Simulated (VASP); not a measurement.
# Re: relaxation of shape and atoms at fixed volume with PBE

The system is Re.

```
CELL_PARAMETERS angstrom
2.80236 0.00000 0.00000
-1.40118 2.42692 0.00000
0.00000 0.00000 4.52853
ATOMIC_POSITIONS crystal
Re 0.33333 0.66667 0.25000
Re 0.66667 0.33333 0.75000
```

This cell differs from its parent crystal: volume scaled by 1.03.

```yaml
Program: VASP 6.6.1
Task: relaxation of shape and atoms at fixed volume
Functional: PBE
Potentials_or_basis: VASP PAW PBE potentials, release 64 (Re)
Cutoff: 600 eV
k_mesh: 18 × 18 × 10
Occupations: gaussian, width 0.1 eV
Spin: no spin polarisation
Dipole_correction: no
Further_INCAR_settings: ALGO = Normal; EDIFF = 1e-06; IBRION = 2; EDIFFG = -0.01; NSW = 50; ISIF = 4
```

* Energy gained by relaxing: 0.0 meV/atom
* Ionic steps: 3
* Pressure after relaxing: -10.7 GPa
* Band gap on the k mesh: zero (band 7 reaches 8.67 eV, above the bottom of band 8 at 5.74 eV)

Stress tensor (GPa, compression positive):
```
-10.70   0.00   0.00
  0.00 -10.70   0.00
  0.00   0.00 -10.62
```

Final structure:
```
CELL_PARAMETERS angstrom
2.80295 0.00000 0.00000
-1.40148 2.42743 0.00000
0.00000 0.00000 4.52663
ATOMIC_POSITIONS crystal
Re 0.33333 0.66667 0.25000
Re 0.66667 0.33333 0.75000
```

Levels at points of the mesh, in eV from the Fermi level:
```tsv
k point	band 4	band 5	band 6	band 7	band 8	band 9	band 10	band 11
(0.00, 0.00, 0.00)	-1.45	-1.45	-0.67	-0.67	0.20	0.20	0.55	3.17
(0.50, 0.00, 0.00)	-1.78	-1.70	-1.29	-0.56	3.71	4.08	4.20	5.68
(0.00, 0.00, 0.50)	-2.23	-1.57	-1.57	-1.57	-1.57	2.39	2.39	2.39
(0.50, 0.00, 0.50)	-3.81	0.40	0.40	0.85	0.85	4.00	4.00	4.49
```

Wall time 2.2 min on 1 thread of Oxide Virtual Turin-like Processor, on a shared host, peak memory 0.19 GiB.

Caveat: spin-orbit coupling is left out, which moves the levels of the heavy elements.
